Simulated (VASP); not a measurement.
**GaP2: single point with PBE**

The system is GaP2.

```xyz
3
Lattice="5.1290 0.0000 0.0000 0.0000 5.1290 0.0000 0.0000 0.0000 2.3429" Properties=species:S:1:pos:R:3 pbc="T T T"
Ga    0.0000    0.0000    0.0000
P     0.0000    2.5645    0.0000
P     2.5645    0.0000    0.0000
```

The cell was built from a structure type or drawn by symmetry, and may not be a known phase.

```yaml
Program: VASP 6.6.1
Task: single point
Functional: PBE
Potentials_or_basis: VASP PAW PBE potentials, release 64 (Ga_d, P)
Cutoff: 520 eV
k_mesh: 4 × 4 × 8
Occupations: gaussian, width 0.1 eV
Spin: no spin polarisation
Dipole_correction: no
Further_INCAR_settings: ALGO = Normal; EDIFF = 1e-06; NBANDS = 18
```

```
Pressure               : 0.2 GPa
Band gap on the k mesh : zero (an odd number of electrons rules out a gap without spin polarisation)
```

Stress tensor (GPa, compression positive):
```
 0.35  0.00  0.00
 0.00  0.35  0.00
 0.00  0.00 -0.01
```

Levels at points of the mesh, in eV from the Fermi level:
```tsv
k point	band 7	band 8	band 9	band 10	band 11	band 12	band 13	band 14	band 15	band 16
(0.00, 0.00, 0.00)	-11.43	-5.78	-5.51	-5.51	-1.60	-1.60	3.92	4.24	8.59	8.59
(0.50, 0.00, 0.00)	-12.41	-7.64	-5.18	-2.79	-2.56	0.18	1.97	6.77	7.09	7.69
(0.50, 0.50, 0.00)	-12.37	-9.65	-4.16	-1.57	-0.55	1.25	1.25	1.75	6.89	6.89
(0.00, 0.00, 0.50)	-6.27	-5.71	-5.05	-1.02	-1.02	-0.15	1.81	2.42	2.42	4.15
(0.50, 0.00, 0.50)	-6.73	-5.76	-5.42	-1.40	-1.13	-0.73	1.70	1.71	4.66	5.69
(0.50, 0.50, 0.50)	-6.68	-5.40	-5.40	-3.55	-2.26	0.41	2.24	3.28	4.55	7.06
```

It took 22 s on 1 thread of Intel Xeon 8259CL (shared host), peak memory 0.19 GiB.
